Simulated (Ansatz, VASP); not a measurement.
**One calculation of SrTiO, two programs**

```xyz
3
Lattice="3.3772 0.0000 0.0000 0.0000 3.3772 0.0000 0.0000 0.0000 7.7910" Properties=species:S:1:pos:R:3 pbc="T T T"
Sr    1.6886    1.6886    0.0000
Ti    1.6886    1.6886    3.8955
O     0.0000    0.0000    0.0000
```

Alike in both runs: functional PBE; k mesh 6 × 6 × 4; occupations gaussian, width 0.1 eV; collinear spin.

Ansatz relaxed the structure, and its values are those at the end. VASP's run is a single point on that final structure, the one shown.

|  | VASP | Ansatz |
| --- | --- | --- |
| version | VASP 6.6.1 | Ansatz 0.2.0 |
| potentials or method | VASP PAW PBE potentials, release 64 (Sr_sv, Ti_sv, O), cutoff 520 eV | scalar-relativistic, plane waves, PAW |
| valence electrons in the cell | 28 | 28 |

|  | VASP | Ansatz | Ansatz less VASP |
| --- | --- | --- | --- |
| gap on the k mesh at the Fermi level (eV) | none | none | - |
| pressure (GPa) | 0.4 | 0.1 | -0.31 |
| net moment per atom (μB) | 0.94 | 0.94 | -0.001 |
| size of the moment on the site where the two differ most (μB) | 1.89 | 2.20 | +0.306 |

Site moments also hang on the region over which each program counts them. A gap of «none» marks a metal or a gap that the smearing closes. With one functional, cell and mesh, what is left measures potentials, basis and numerics.
